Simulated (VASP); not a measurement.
La:

```
La
1.0
    -2.12383    2.12383    2.12383
     2.12383   -2.12383    2.12383
     2.12383    2.12383   -2.12383
La
1
Direct
  0.00000 0.00000 0.00000
```

Program: VASP 6.6.1. Alike in all runs: task single point; no spin polarisation; cell as given; cutoff (eV) 520.

Q: Order these runs on this cell by their pressure, lowest first.
A. level r2SCAN; potentials or basis VASP PAW PBE potentials, release 64 (La); k mesh 9 × 9 × 9; smearing methfessel-paxton 0.01 eV
B. level LDA; potentials or basis VASP PAW LDA potentials, release 64 (La); k mesh 9 × 9 × 9; smearing fermi-dirac 0.05 eV
C. level PBEsol; potentials or basis VASP PAW PBE potentials, release 64 (La); k mesh 7 × 7 × 7; smearing fermi-dirac 0.05 eV

A: B (-3.9 GPa), C (-2.3 GPa), A (-0.2 GPa).

Caveats: the PAW data sets were made with another functional, which shifts forces and pressure a little (some runs).
